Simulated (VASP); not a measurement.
# MnAl7V4Cu3Ni (P1) in VASP: notebook

The runs below take MnAl7V4Cu3Ni through single point, with PBE.

All numbers are computed with VASP 6.6.1; they aren't measurements. Logs are shortened: lines on timing, memory, paths and dates and some standing lists are left out, and cuts for length are marked.

## Step 1: The cell of the first run

The typed cell holds 16 atoms: a = 5.357 Å, b = 6.380 Å, c = 6.437 Å, α = 96.50°, β = 91.51°, γ = 87.46°.

## Step 2: Single point, PBE, collinear spin, ferromagnetic start

INCAR reads:

```
SYSTEM = MnAl7V4Cu3Ni
PREC = Accurate
ENCUT = 520
EDIFF = 1E-6
ISMEAR = 0
SIGMA = 0.1
LREAL = Auto
LASPH = .TRUE.
NELM = 150
ALGO = Normal
ISIF = 2
LWAVE = .FALSE.
LCHARG = .FALSE.
ISPIN = 2
MAGMOM = 0 0 0 0 0 0 0 0 0 0 0 4 2 0 0 0
LORBIT = 11
LMAXMIX = 4
GGA = PE
NBANDS = 82
ISYM = 0
```

KPOINTS reads:

```
Automatic mesh
0
Gamma
  2 2 2
  0.5 0.5 0.5
```

POSCAR reads:

```
MnAl7V4Cu3Ni
1.0
    5.3551380764      0.1269925675     -0.0732729070
    0.1269925675      6.3686433589     -0.3624752839
   -0.0732729070     -0.3624752839      6.4260606462
Al V Mn Ni Cu
7 4 1 1 3
Direct
    0.4997082053      1.0244571403     -0.0520937111
   -0.0005160321      0.4664348389      1.0384214372
    0.2603725894      0.2057753565      0.2887227034
    0.7632489348      0.1949374120      0.3046277391
    0.9519425054      0.5930728117      0.4791639125
    0.2372360120      0.7987901750      0.2013317572
    0.2471957208      0.2909850841      0.6989675674
    0.9878733167      1.0540816540     -0.0513854793
    0.5178066671      0.4501767779      1.0556014547
    0.5674110008      0.9197402424      0.5302840644
    0.4637678830      0.5458638899      0.4524723815
    0.7268695767      0.7957152047      0.2060558146
    0.0584771419     -0.0295828253      0.5299220583
    0.7472238095      0.2914313045      0.6961972740
    0.2467642635      0.7035584900      0.7973468793
    0.7345658203      0.6949832533      0.8100066551
```

Potentials or basis: VASP PAW PBE potentials, release 64 (Al, V_sv, Mn_pv, Ni, Cu).

The run is started by

```bash
$ cat potpaw_PBE.64/Al/POTCAR potpaw_PBE.64/V_sv/POTCAR potpaw_PBE.64/Mn_pv/POTCAR potpaw_PBE.64/Ni/POTCAR potpaw_PBE.64/Cu/POTCAR > POTCAR
$ mpirun -np 1 vasp_std > vasp.out
```

OUTCAR:

```text
SYSTEM = MnAl7V4Cu3Ni
   PREC = Accurate
   ENCUT = 520
   EDIFF = 1E-6
   ISMEAR = 0
   LREAL = Auto
   LASPH = .TRUE.
   NELM = 150
   ISIF = 2
   ISPIN = 2
   LORBIT = 11
   GGA = PE
   ISYM = 0

 ion  position               nearest neighbor table
   1  0.500  0.024  0.948-  16 2.49  12 2.58  15 2.59   8 2.63   3 2.69  10 2.73   9 2.73   8 2.74
                             6 2.75   7 2.75   4 2.80  14 2.87
   2  0.999  0.466  0.038-  16 2.55   9 2.59   6 2.62   8 2.63  12 2.65   7 2.69  15 2.70  14 2.71
                             3 2.76   9 2.77   5 2.88   4 2.92
   3  0.260  0.206  0.289-  13 2.57  11 2.58   6 2.60   7 2.64   4 2.67   1 2.69   4 2.69   8 2.71
                             9 2.72   2 2.76  10 2.95   5 3.07
   4  0.763  0.195  0.305-  14 2.53  12 2.57  13 2.61   8 2.66  10 2.67   3 2.67   9 2.69   3 2.69
                            11 2.79   1 2.80   5 2.87   2 2.92
   5  0.952  0.593  0.479-  16 2.46  13 2.48  12 2.55  15 2.61  11 2.64  11 2.75  14 2.78   6 2.85
                            10 2.86   4 2.87   2 2.88   7 2.91   3 3.07
   6  0.237  0.799  0.201-  13 2.47   3 2.60  15 2.60  12 2.62   2 2.62  11 2.65   8 2.72   9 2.72
                            12 2.74   1 2.75  10 2.79   5 2.85
   7  0.247  0.291  0.699-  13 2.45  15 2.64   3 2.64  14 2.68  14 2.68   2 2.69  11 2.71   1 2.75
                             8 2.77   9 2.80   5 2.91  10 2.98
   8  0.988  0.054  0.949-  14 2.62   1 2.63   2 2.63   4 2.66  15 2.68   3 2.71   6 2.72  13 2.72
                             1 2.74  16 2.76   7 2.77  12 2.89
   9  0.518  0.450  0.056-  11 2.58   2 2.59  12 2.59  16 2.67   4 2.69   6 2.72  14 2.72   3 2.72
                             1 2.73   2 2.77  15 2.79   7 2.80
  10  0.567  0.920  0.530-  12 2.32  11 2.47  16 2.55  13 2.66   4 2.67  14 2.70   1 2.73  13 2.73
                             6 2.79   5 2.86   3 2.95   7 2.98
  11  0.464  0.546  0.452-  10 2.47   3 2.58   9 2.58  15 2.61   5 2.64   6 2.65   7 2.71   5 2.75
                            14 2.76  16 2.79   4 2.79  12 2.82
  12  0.727  0.796  0.206-  10 2.32   5 2.55  16 2.56   4 2.57   1 2.58   9 2.59   6 2.62   2 2.65
                             6 2.74  11 2.82  13 2.86   8 2.89
  13  0.058  0.970  0.530-   7 2.45   6 2.47   5 2.48   3 2.57   4 2.61  10 2.66  15 2.70   8 2.72
                            14 2.72  10 2.73  12 2.86
  14  0.747  0.291  0.696-   4 2.53  16 2.59   8 2.62   7 2.68   7 2.68  10 2.70   2 2.71   9 2.72
                            13 2.72  11 2.76   5 2.78   1 2.87
  15  0.247  0.704  0.797-   1 2.59   6 2.60   5 2.61  16 2.61  11 2.61   7 2.64   8 2.68   2 2.70
                            13 2.70  16 2.75   9 2.79
  16  0.735  0.695  0.810-   5 2.46   1 2.49  10 2.55   2 2.55  12 2.56  14 2.59  15 2.61   9 2.67
                            15 2.75   8 2.76  11 2.79

IMPORTANT INFORMATION: All symmetrisations will be switched off!
NOSYMM: (Re-)initialisation of all symmetry stuff for point group C_1.

----------------------------------------------------------------------------------------

                                     Primitive cell

  volume of cell :     218.3259

  direct lattice vectors                    reciprocal lattice vectors
     5.355138076  0.126992567 -0.073272907     0.186848663 -0.003616165  0.001926557
     0.126992567  6.368643359 -0.362475284    -0.003616165  0.157595023  0.008848241
[... 154 lines left out ...]
      4     -54.8685      1.00000
      5     -39.5257      1.00000
      6     -39.5029      1.00000
[... 305 lines left out ...]
     75      10.6201      0.00000
     76      10.8133      0.00000
 Fermi energy:         8.8477576419

 spin component 2

 k-point     1 :       0.2500    0.2500    0.2500
  band No.  band energies     occupation
      1     -55.4473      1.00000
      2     -55.4130      1.00000
      3     -55.2464      1.00000
      4     -54.8672      1.00000
      5     -38.1287      1.00000
      6     -38.0019      1.00000
[... 305 lines left out ...]
     75      10.5860      0.00000
     76      10.7640      0.00000
 [bands above 76 left out]

------------------------ aborting loop because EDIFF is reached ----------------------------------------

  FORCE on cell =-STRESS in cart. coord.  units (eV):
  Direction    XX          YY          ZZ          XY          YZ          ZX
  --------------------------------------------------------------------------------------
  -------------------------------------------------------------------------------------
  Total        0.1837582      0.2612816      0.3683993      0.0156452     -0.0420210     -0.0599016
  in kB        1.3485036      1.9174061      2.7034859      0.1148116     -0.3083699     -0.4395862
  external PRESSURE =       1.9897985 kB  Pullay stress =       0.0000000 kB

 VOLUME and BASIS-vectors are now :
 -----------------------------------------------------------------------------
  energy-cutoff  :      520.00
  volume of cell :      218.33
      direct lattice vectors                 reciprocal lattice vectors
     5.355138076  0.126992567 -0.073272907     0.186848663 -0.003616165  0.001926557
     0.126992567  6.368643359 -0.362475284    -0.003616165  0.157595023  0.008848241
    -0.073272907 -0.362475284  6.426060646     0.001926557  0.008848241  0.156137405

 POSITION                                       TOTAL-FORCE (eV/Angst)
 -----------------------------------------------------------------------------------
      2.60966     -0.12437      6.04582         0.001986      0.013420      0.002994
      5.40879      3.08356      0.00459         0.006763     -0.004585      0.022752
      1.39931      1.23892      1.76168         0.001665     -0.005251     -0.004483
      4.08974      1.22799      1.83097        -0.000084      0.008069      0.002152
      5.13799      3.72427      2.79441         0.001627     -0.000448     -0.018154
      1.35712      5.04436      0.98685        -0.007015     -0.000190      0.004647
[... 8 lines left out ...]
      1.35238      4.22303      4.85070         0.010076     -0.000372     -0.002053
      3.96261      4.22578      4.89941         0.010162     -0.004500     -0.000735
 -----------------------------------------------------------------------------------
    total drift:                                0.012135     -0.001491      0.003160

  FREE ENERGIE OF THE ION-ELECTRON SYSTEM (eV)
  ---------------------------------------------------
  free  energy   TOTEN  =       -90.3063405510 eV

  energy  without entropy=      -90.2571092089  energy(sigma->0) =      -90.28172488

 total charge

# of ion       s       p       d       tot
------------------------------------------
    1        0.417   0.414   0.000   0.831
    2        0.413   0.404   0.000   0.818
    3        0.417   0.420   0.000   0.837
    4        0.414   0.415   0.000   0.829
    5        0.411   0.392   0.000   0.804
    6        0.407   0.430   0.000   0.836
[... 8 lines left out ...]
   15        0.475   0.425   9.122  10.022
   16        0.498   0.461   9.124  10.083
--------------------------------------------------
tot         14.237  35.728  53.339 103.304

 magnetization (x)

# of ion       s       p       d       tot
------------------------------------------
    1        0.001   0.003   0.000   0.004
    2       -0.001  -0.001   0.000  -0.002
    3        0.002   0.004   0.000   0.007
    4        0.001  -0.001   0.000  -0.001
    5       -0.001  -0.003   0.000  -0.004
    6       -0.002  -0.005   0.000  -0.007
[... 8 lines left out ...]
   15        0.004  -0.001  -0.010  -0.006
   16       -0.000   0.001  -0.008  -0.007
--------------------------------------------------
tot         -0.007  -0.006   0.204   0.191
```

OSZICAR:

```text
N       E                     dE             d eps       ncg     rms          rms(c)
DAV:   1     0.161839784207E+04    0.16184E+04   -0.59779E+04  1416   0.187E+03
DAV:   2     0.763696037635E+02   -0.15420E+04   -0.14980E+04  1312   0.551E+02
DAV:   3    -0.910780904028E+02   -0.16745E+03   -0.15039E+03  1454   0.196E+02
[... 21 lines left out ...]
DAV:  25    -0.903062945132E+02   -0.88576E-04   -0.56274E-04  2000   0.117E-01    0.277E-02
DAV:  26    -0.903063262550E+02   -0.31742E-04   -0.14291E-04  1952   0.611E-02    0.187E-02
DAV:  27    -0.903063345151E+02   -0.82601E-05   -0.26256E-05  1992   0.283E-02    0.109E-02
DAV:  28    -0.903063389251E+02   -0.44100E-05   -0.42098E-05  1928   0.299E-02    0.780E-03
DAV:  29    -0.903063401918E+02   -0.12667E-05   -0.58314E-06  1384   0.133E-02    0.433E-03
DAV:  30    -0.903063405510E+02   -0.35916E-06   -0.21938E-06  1008   0.922E-03
   1 F= -.90306341E+02 E0= -.90281725E+02  d E =-.492313E-01  mag=     0.1134
```

Wall time 8.5 min (1 thread of Intel Xeon Platinum 8259CL at 2.50GHz (Skylake/Cascade Lake), shared host); peak memory 0.41 GiB.

Results:

- Free energy: -90.3063 eV
- Pressure: 0.2 GPa
- Largest force: 0.058 eV/Å
- Net moment: 0.11 μB per cell
- Site moments: Al +0.00, -0.00, +0.01, -0.01 (each value once); V -0.49, -0.20, -0.56, +0.15; Mn +1.39; Ni -0.07; Cu -0.01 μB
- Valence electrons inside the program's atomic spheres: Al 0.83, 0.82, 0.84, 0.80, 0.81 (each value once); V 11.49, 11.54, 11.58, 11.61; Mn 11.86; Ni 9.34; Cu 10.03, 10.02, 10.08

Forces in eV/Å, atoms in the order of the input:
```
Al   0.002  0.013  0.003
Al   0.007 -0.005  0.023
Al   0.002 -0.005 -0.004
Al   0.000  0.008  0.002
Al   0.002  0.000 -0.018
Al  -0.007  0.000  0.005
Al   0.005 -0.014  0.001
V    0.004  0.024 -0.004
V   -0.003 -0.028  0.011
V   -0.045  0.026  0.025
V    0.008 -0.005 -0.008
Mn   0.009 -0.024 -0.018
Ni  -0.002  0.016 -0.010
Cu  -0.002  0.000 -0.004
Cu   0.010  0.000 -0.002
Cu   0.010 -0.004 -0.001
```

Stress tensor (GPa, compression positive):
```
 0.13  0.01 -0.04
 0.01  0.19 -0.03
-0.04 -0.03  0.27
```

Caveat: the k points lie up to 0.59 Å⁻¹ apart.

## Step 3: Single point, PBE, collinear spin, ferromagnetic start

This run uses another cell than the first one, of 13.68 Å³/atom.

INCAR reads:

```
PREC = Accurate ; ENCUT = 520
EDIFF = 1E-6 ; ISMEAR = 0
SIGMA = 0.1 ; LREAL = Auto
LASPH = T ; NELM = 150
ALGO = Normal ; ISIF = 2
LWAVE = F ; LCHARG = T
ISPIN = 2 ; MAGMOM = 0 0 0 0 0 0 0 0 0 0 0 4 2 0 0 0
LORBIT = 11 ; LMAXMIX = 4
GGA = PE ; LELF = T
LVHAR = T ; ISYM = 0
NBANDS = 82
```

KPOINTS is that of step 2.

POSCAR reads:

```
MnAl7V4Cu3Ni
1.0
    5.8570009776     -0.0525735789      0.0032450095
   -0.0525735789      6.0882931135     -0.0581490629
    0.0032450095     -0.0581490629      6.1396256107
Al V Mn Ni Cu
7 4 1 1 3
Direct
    1.0049000291      1.0134496598      0.4613477361
    0.2613356178      0.2844194284      0.2008976497
    0.5010392364      1.0200518164      0.4839707096
    1.0090686002      0.4901818788      0.5160827356
    0.4871292071      0.4708666843      0.5438538534
    0.7236523712      0.7146151859      0.2462219996
    0.2381078697      0.7899378182      0.7732622356
    0.5328789301      1.0147418770      1.0101664939
   -0.0241891993      0.4969398129     -0.0226070958
    0.7749626246      0.2207557157      0.7690887856
    0.7583706953      0.7724748873      0.7498392814
    0.7408668511      0.2838194359      0.2362698334
    0.2388907588      0.2104920240      0.7627376826
    0.0000368743     -0.0139812005      1.0513262817
    0.4888640956      0.5077136116      0.9540855926
    0.2695735642      0.7220505360      0.2562649356
```

Potentials or basis: VASP PAW PBE potentials, release 64 (Al, V_sv, Mn_pv, Ni, Cu).

The run is started by

```bash
$ cat potpaw_PBE.64/Al/POTCAR potpaw_PBE.64/V_sv/POTCAR potpaw_PBE.64/Mn_pv/POTCAR potpaw_PBE.64/Ni/POTCAR potpaw_PBE.64/Cu/POTCAR > POTCAR
$ mpirun -np 1 vasp_std > vasp.out
```

It took 10 min on 1 thread of Intel Xeon Platinum 8259CL at 2.50GHz (Skylake/Cascade Lake), shared host; peak memory 0.47 GiB.

It converged, with:

* Free energy: -89.8789 eV
* Pressure: 0.2 GPa
* Largest force: 0.028 eV/Å
* Net moment: 1.01 μB per cell
* Site moments: Al -0.01, -0.00 (each value once); V -0.45, -0.38, -0.18, +0.44; Mn +1.77; Ni -0.07; Cu +0.00, +0.02, -0.01 μB
* Valence electrons inside the program's atomic spheres: Al 0.81, 0.80 (each value once); V 11.65, 11.63, 11.64, 11.57; Mn 11.79; Ni 9.33; Cu 10.06, 10.08, 10.00

Forces on the atoms (eV/Å):
```
Al   0.004  0.010  0.014
Al  -0.009 -0.002  0.009
Al   0.001  0.005 -0.007
Al   0.009 -0.005 -0.003
Al  -0.008 -0.001 -0.003
Al  -0.002 -0.001  0.017
Al   0.003  0.001 -0.014
V    0.007  0.003  0.009
V   -0.002 -0.001  0.017
V    0.003  0.000 -0.023
V   -0.003  0.005 -0.027
Mn  -0.004  0.000  0.013
Ni  -0.006 -0.004 -0.011
Cu   0.017 -0.021 -0.003
Cu   0.006 -0.003  0.011
Cu  -0.015  0.017  0.000
```

Levels at points of the mesh, in eV from the Fermi level:
Spin up:
| k point | band 62 | band 63 | band 64 | band 65 | band 66 | band 67 | band 68 | band 69 |
| --- | --- | --- | --- | --- | --- | --- | --- | --- |
| (0.25, 0.25, 0.25) | -0.59 | -0.42 | -0.29 | -0.15 | 0.15 | 0.32 | 0.49 | 0.62 |
Spin down:
```csv
k point,band 61,band 62,band 63,band 64,band 65,band 66,band 67,band 68
"(0.25, 0.25, 0.25)",-0.57,-0.46,-0.32,-0.10,0.08,0.29,0.45,0.68
```

Caveat: the k points lie up to 0.54 Å⁻¹ apart.
